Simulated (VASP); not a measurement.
# BaMgSbF (P4/nmm) in VASP: single point with PBE+D3(BJ)

Aim: the single point of BaMgSbF with PBE+D3(BJ).

Everything below comes from runs of VASP 6.6.1. Logs are shortened: lines on timing, memory, paths and dates and some standing lists are left out, and cuts for length are marked.

## (1) The cell of the first run

Symmetry: P4/nmm, No. 129, tetragonal system. Conventional cell: a = 4.563 Å, b = 4.563 Å, c = 9.765 Å, α = 90.00°, β = 90.00°, γ = 90.00°. Within 3.5 Å of Ba (site symmetry 4mm) lie 4 F at 2.67 Å. Sb (site symmetry 4mm) has 4 Mg at 2.87 Å and 4 Ba at 3.67 Å and 4 F at 3.88 Å within 3.9 Å. Within 3.8 Å of Mg (site symmetry -4m2) lie 4 Sb at 2.87 Å and 4 Mg at 3.23 Å. Within 3.5 Å of F (site symmetry -4m2) lie 4 Ba at 2.67 Å and 4 F at 3.23 Å.

## (2) Single point, PBE+D3(BJ)

INCAR reads:

```
ALGO = Normal
EDIFF = 1E-6
ENCUT = 840
GGA = PE
GGA_COMPAT = False
ISIF = 2
ISMEAR = 0
IVDW = 12
LASPH = True
LCHARG = False
LREAL = False
LWAVE = False
NBANDS = 52
NELM = 120
PREC = Accurate
SIGMA = 0.02
```

KPOINTS reads:

```
k-points
0
Gamma
  6 6 4
```

POSCAR reads:

```
BaMgSbF
1.0
    4.5625600960      0.0000000000      0.0000000000
    0.0000000000      4.5625600960      0.0000000000
    0.0000000000      0.0000000000      9.7647903837
Ba Sb Mg F
2 2 2 2
Direct
    0.5000000000      0.0000000000      0.1423072035
    0.0000000000      0.5000000000      0.8576927965
    0.5000000000      0.0000000000      0.6780020232
    0.0000000000      0.5000000000      0.3219979768
    0.5000000000      0.5000000000      0.5000000000
    0.0000000000      0.0000000000      0.5000000000
    0.5000000000      0.5000000000      0.0000000000
    0.0000000000      0.0000000000      0.0000000000
```

Potentials or basis: VASP PAW PBE potentials, release 64 (Ba_sv, Sb_d_GW, Mg_sv, F).

Command:

```bash
cat potpaw_PBE.64/Ba_sv/POTCAR potpaw_PBE.64/Sb_d_GW/POTCAR potpaw_PBE.64/Mg_sv/POTCAR potpaw_PBE.64/F/POTCAR > POTCAR
mpirun -np 1 vasp_std > vasp.out
```

OUTCAR:

```text
EDIFF = 1E-6
   ENCUT = 840
   GGA = PE
   ISIF = 2
   ISMEAR = 0
   IVDW = 12
   LASPH = True
   LREAL = False
   NELM = 120
   PREC = Accurate
 IVDW          = 12

 ion  position               nearest neighbor table
   1  0.500  0.000  0.142-   7 2.67   8 2.67   7 2.67   8 2.67   4 3.67   4 3.67   4 3.67   4 3.67
                             2 4.26   2 4.26   2 4.26   2 4.26
   2  0.000  0.500  0.858-   7 2.67   8 2.67   8 2.67   7 2.67   3 3.67   3 3.67   3 3.67   3 3.67
                             1 4.26   1 4.26   1 4.26   1 4.26
   3  0.500  0.000  0.678-   2 3.67   2 3.67   2 3.67   2 3.67
   4  0.000  0.500  0.322-   1 3.67   1 3.67   1 3.67   1 3.67
   5  0.500  0.500  0.500-
   6  0.000  0.000  0.500-
   7  0.500  0.500  0.000-   1 2.67   2 2.67   1 2.67   2 2.67
   8  0.000  0.000  0.000-   1 2.67   2 2.67   2 2.67   1 2.67

  LATTYP: Found a simple tetragonal cell.
 ALAT       =     4.5625600960
 C/A-ratio  =     2.1401998392

  Lattice vectors:

 A1 = (   4.5625600960,   0.0000000000,   0.0000000000)
 A2 = (   0.0000000000,   4.5625600960,   0.0000000000)
 A3 = (   0.0000000000,   0.0000000000,   9.7647903837)

Analysis of symmetry for initial positions (statically):
=====================================================================
 Subroutine PRICEL returns:
 Original cell was already a primitive cell.

 Routine SETGRP: Setting up the symmetry group for a
 simple tetragonal supercell.

 Subroutine GETGRP returns: Found 16 space group operations
 (whereof  8 operations were pure point group operations)
 out of a pool of 16 trial point group operations.

The static configuration has the point symmetry D_2d.
 The point group associated with its full space group is D_4h.

Analysis of symmetry for dynamics (positions and initial velocities):
=====================================================================
 Subroutine PRICEL returns:
 Original cell was already a primitive cell.

 Routine SETGRP: Setting up the symmetry group for a
 simple tetragonal supercell.

 Subroutine GETGRP returns: Found 16 space group operations
 (whereof  8 operations were pure point group operations)
 out of a pool of 16 trial point group operations.

The dynamic configuration has the point symmetry D_2d.
 The point group associated with its full space group is D_4h.

 Subroutine INISYM returns: Found 16 space group operations
 (whereof  8 operations are pure point group operations),
 and found     1 'primitive' translations

----------------------------------------------------------------------------------------

                                     Primitive cell

  volume of cell :     203.2732

  direct lattice vectors                    reciprocal lattice vectors
     4.562560096  0.000000000  0.000000000     0.219175195  0.000000000  0.000000000
     0.000000000  4.562560096  0.000000000     0.000000000  0.219175195  0.000000000
     0.000000000  0.000000000  9.764790384     0.000000000  0.000000000  0.102408752

  length of vectors
     4.562560096  4.562560096  9.764790384     0.219175195  0.219175195  0.102408752

  position of ions in fractional coordinates (direct lattice)
     0.500000000  0.000000000  0.142307204
     0.000000000  0.500000000  0.857692796
     0.500000000  0.000000000  0.678002023
     0.000000000  0.500000000  0.321997977
     0.500000000  0.500000000  0.500000000
     0.000000000  0.000000000  0.500000000
     0.500000000  0.500000000  0.000000000
     0.000000000  0.000000000  0.000000000

  ion indices of the primitive-cell ions
   primitive index   ion index
                 1           1
                 2           2
                 3           3
                 4           4
                 5           5
                 6           6
                 7           7
                 8           8

----------------------------------------------------------------------------------------

 KPOINTS: k-points

Automatic generation of k-mesh.
 Grid dimensions read from file:
 generate k-points for:    6    6    4

 Generating k-lattice:

  Cartesian coordinates                     Fractional coordinates (reciprocal lattice)
     0.036529199  0.000000000  0.000000000     0.166666667  0.000000000  0.000000000
     0.000000000  0.036529199  0.000000000     0.000000000  0.166666667  0.000000000
     0.000000000  0.000000000  0.025602188     0.000000000  0.000000000  0.250000000

  Length of vectors
     0.036529199  0.036529199  0.025602188

  Shift w.r.t. Gamma in fractional coordinates (k-lattice)
     0.000000000  0.000000000  0.000000000

 Subroutine IBZKPT returns following result:
 ===========================================

 Found     30 irreducible k-points:

 Following reciprocal coordinates:
            Coordinates               Weight
  0.000000  0.000000  0.000000      1.000000
  0.166667  0.000000  0.000000      4.000000
  0.333333  0.000000  0.000000      4.000000
  0.500000  0.000000  0.000000      2.000000
  0.166667  0.166667  0.000000      4.000000
  0.333333  0.166667  0.000000      8.000000
[... 16 lines left out ...]
  0.333333  0.000000  0.500000      4.000000
  0.500000  0.000000  0.500000      2.000000
 [... further k-points ...]
   k-points           NKPTS =     30   k-points in BZ     NKDIM =     30   number of bands    NBANDS=     52
   number of dos      NEDOS =    301   number of ions     NIONS =      8
   total plane-waves  NPLWV = 221184
   dimension x,y,z NGX =    48 NGY =   48 NGZ =   96
   dimension x,y,z NGXF=    96 NGYF=   96 NGZF=  192
   ions per type =               2   2   2   2
   NGX,Y,Z   is equivalent  to a cutoff of  17.49, 17.49, 16.34 a.u.
   NGXF,Y,Z  is equivalent  to a cutoff of  34.98, 34.98, 32.69 a.u.
 SYSTEM =  unknown system
   PREC   = accura    normal or accurate (medium, high low for compatibility)
   ISTART =      0    job   : 0-new  1-cont  2-samecut
   ICHARG =      2    charge: 1-file 2-atom 10-const
   ISPIN  =      1    spin polarized calculation?
   LNONCOLLINEAR =      F non collinear calculations
   LSORBIT =      F    spin-orbit coupling
   LASPH  =      T    aspherical Exc in radial PAW
   ENCUT  =  840.0 eV  61.74 Ry    7.86 a.u.  10.78 10.78 23.08*2*pi/ulx,y,z
   NELM   =    120;   NELMIN=  2; NELMDL= -5     # of ELM steps
   EDIFF  = 0.1E-05   stopping-criterion for ELM
   LREAL  =      F    real-space projection
   EDIFFG = 0.1E-04   stopping-criterion for IOM
   NSW    =      0    number of steps for IOM
   IBRION =     -1    ionic relax: 0-MD 1-quasi-New 2-CG
   NFREE  =      0    steps in history (QN), initial steepest desc. (CG)
   ISIF   =      2    stress and relaxation
   ISYM   =      2    0-nonsym 1-usesym 2-fastsym
   POTIM  = 0.5000    time-step for ionic-motion
   TEBEG  =    0.0;   TEEND  =   0.0 temperature during run
   PSTRESS=    0.0 pullay stress
   NELECT =      84.0000    total number of electrons
   NUPDOWN=      -1.0000    fix difference up-down
   EMIN   =  10.00;   EMAX   =-10.00  energy-range for DOS
   EFERMI =   0.00;   METHOD = LEGACY
   ISMEAR =     0;   SIGMA  =   0.02  broadening in eV -4-tet -1-fermi 0-gaus
   EFERMI_NEDOS =   21; number of points for ismear=-14 and -15
   IALGO  =     38    algorithm
   IMIX   =      4    mixing-type and parameters
     AMIX     =   0.40;   BMIX     =  1.00
     AMIX_MAG =   1.60;   BMIX_MAG =  1.00
  volume/ion in A,a.u.               =      25.41       171.47
  Fermi-wavevector in a.u.,A,eV,Ry     =   1.219386  2.304305 20.230534  1.486902
  Thomas-Fermi vector in A             =   2.354640
   LORBIT       =      0    0 simple, 1 ext, 2 COOP (PROOUT), +10 PAW based schemes
   GGA     = PE    functional components
   LHFCALC =     F    Hartree Fock is set to
   AEXX    =    0.0000 exact exchange contribution
   IVDW    =    12    specifies the selected vdW correction
   LEPSILON=     F    determine dielectric tensor
   LRPA    =     F    only Hartree local field effects (RPA)
 non-spin polarized calculation
 Gauss-broadening in eV      SIGMA  =   0.02
  energy-cutoff  :      840.00
  volume of cell :      203.27
 maximum number of plane-waves:     11278
 NGX is ok and might be reduce to    48
   NGX = 21   NGY = 21   NGZ = 47

 number of electron      84.0000017 magnetization

 Free energy of the ion-electron system (eV)
  ---------------------------------------------------
  ext. energy  EPLUGINS =         0.00000000
  ---------------------------------------------------
  free energy    TOTEN  =       -34.35943709 eV

  energy without entropy =      -34.35943709  energy(sigma->0) =      -34.35943709

 E-fermi :   3.1965     XC(G=0):  -9.1560

 val. band max:        2.8952665349   @ k =   0.0000   0.0000   0.0000
 cond. band min:       4.1082057924   @ k =   0.0000   0.0000   0.0000
 fundamental gap:      1.2129392575
 Fermi energy:         3.1964795856

 k-point     1 :       0.0000    0.0000    0.0000
  band No.  band energies     occupation
      1     -72.5977      2.00000
      2     -72.5960      2.00000
      3     -39.3631      2.00000
      4     -39.3631      2.00000
      5     -39.3543      2.00000
      6     -39.3514      2.00000
[... 44 lines left out ...]
     51       7.8736      0.00000
     52       8.2217      0.00000

 k-point     2 :       0.1667    0.0000    0.0000
  band No.  band energies     occupation
      1     -72.5976      2.00000
      2     -72.5961      2.00000
      3     -39.3622      2.00000
      4     -39.3622      2.00000
      5     -39.3541      2.00000
      6     -39.3516      2.00000
[... 44 lines left out ...]
     51       7.5642      0.00000
     52       8.0300      0.00000
[... 1153 lines left out ...]
     51       7.5574      0.00000
     52       7.9535      0.00000

 k-point    24 :       0.5000    0.0000    0.5000
  band No.  band energies     occupation
      1     -72.5969      2.00000
      2     -72.5969      2.00000
      3     -39.3564      2.00000
      4     -39.3564      2.00000
      5     -39.3563      2.00000
      6     -39.3563      2.00000
[... 44 lines left out ...]
     51       7.4359      0.00000
     52       7.4415      0.00000

 [... further k-points ...]

------------------------ aborting loop because EDIFF is reached ----------------------------------------

 Edisp (eV)   -2.20724

 E8    (eV) :    -1.0685

  FORCE on cell =-STRESS in cart. coord.  units (eV):
  Direction    XX          YY          ZZ          XY          YZ          ZX
  --------------------------------------------------------------------------------------
  -------------------------------------------------------------------------------------
  Total       0.62956     0.62956     0.50611     0.00000     0.00000     0.00000
  in kB       4.96215     4.96215     3.98914     0.00000     0.00000     0.00000
  external pressure =        4.64 kB  Pullay stress =        0.00 kB

 VOLUME and BASIS-vectors are now :
 -----------------------------------------------------------------------------
  energy-cutoff  :      840.00
  volume of cell :      203.27
      direct lattice vectors                 reciprocal lattice vectors
     4.562560096  0.000000000  0.000000000     0.219175195  0.000000000  0.000000000
     0.000000000  4.562560096  0.000000000     0.000000000  0.219175195  0.000000000
     0.000000000  0.000000000  9.764790384     0.000000000  0.000000000  0.102408752

 POSITION                                       TOTAL-FORCE (eV/Angst)
 -----------------------------------------------------------------------------------
      2.28128      0.00000      1.38960         0.000000      0.000000      0.109351
      0.00000      2.28128      8.37519         0.000000     -0.000000     -0.109351
      2.28128      0.00000      6.62055        -0.000000      0.000000     -0.024718
      0.00000      2.28128      3.14424         0.000000      0.000000      0.024718
      2.28128      2.28128      4.88240         0.000000      0.000000      0.000000
      0.00000      0.00000      4.88240         0.000000      0.000000      0.000000
      2.28128      2.28128      0.00000         0.000000     -0.000000      0.000000
      0.00000      0.00000      0.00000        -0.000000      0.000000      0.000000
 -----------------------------------------------------------------------------------
    total drift:                                0.000000      0.000000     -0.000000

  FREE ENERGIE OF THE ION-ELECTRON SYSTEM (eV)
  ---------------------------------------------------
  free  energy   TOTEN  =       -36.5666723871 eV

  energy  without entropy=      -36.5666723871  energy(sigma->0) =      -36.56667239
```

It took 19 min on 1 thread of Intel Xeon Platinum 8259CL at 2.50GHz (Skylake/Cascade Lake), shared host; peak memory 0.94 GiB.

Results:

* Free energy: -36.5667 eV
* Pressure: 0.5 GPa
* Largest force: 0.109 eV/Å
* Band gap on the k mesh: 1.21 eV
* Dispersion energy per atom: -0.276 eV

Forces on the atoms (eV/Å):
```
Ba   0.000  0.000  0.109
Ba   0.000  0.000 -0.109
Sb   0.000  0.000 -0.025
Sb   0.000  0.000  0.025
Mg   0.000  0.000  0.000
Mg   0.000  0.000  0.000
F    0.000  0.000  0.000
F    0.000  0.000  0.000
```

Stress tensor (GPa, compression positive):
```
0.50 0.00 0.00
0.00 0.50 0.00
0.00 0.00 0.40
```

Caveat: spin-orbit coupling is left out, which moves the levels of the heavy elements.
